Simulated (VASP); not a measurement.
Input of a VASP 6.6.1 run:

File INCAR:

```
SYSTEM = NiO2
ALGO = Normal
EDIFF = 1E-6
ENCUT = 700
GGA = PS
GGA_COMPAT = .FALSE.
ISIF = 2
ISMEAR = 0
LASPH = .TRUE.
LCHARG = .TRUE.
LELF = .TRUE.
LREAL = .FALSE.
LVHAR = .TRUE.
LWAVE = .FALSE.
NBANDS = 22
NELM = 120
PREC = Accurate
SIGMA = 0.05
```

KPOINTS

```
k-points
0
G
  12 12 6
  0 0 0
```

The input POSCAR:

```
NiO2
1.0
    2.8028105550      0.0000000000      0.0000000000
   -1.4014052775      2.4273051426      0.0000000000
    0.0000000000      0.0000000000      4.9060395955
Ni O
1 2
Direct
    0.0000000000      0.0000000000      0.5000000000
    0.6666666667      0.3333333333      0.6625222406
    0.3333333333      0.6666666667      0.3374777594
```

Potentials or basis: VASP PAW PBE potentials, release 64 (Ni_sv_GW, O).

Command:

```sh
$ cat potpaw_PBE.64/Ni_sv_GW/POTCAR potpaw_PBE.64/O/POTCAR > POTCAR
$ mpirun -np 1 vasp_std > vasp.out
```

Problem. Predict the pressure.

Solution. 17.5 GPa.

Problem. Predict the band gap on the k mesh.

Solution. 0.97 eV (least direct gap 1.47 eV).

Problem. Estimate the largest force.

Solution. 2.696 eV/Å.

Stress tensor (GPa, compression positive):
```
16.57  0.00  0.00
 0.00 16.57  0.00
 0.00  0.00 19.35
```

Caveat: the cell stands under pressure; the PAW data sets were made with another functional, which shifts forces and pressure a little; the run has no spin polarisation, though such a crystal can be magnetic. Spin polarisation is off, so any magnetic state and its effect on volume and gap are missing.
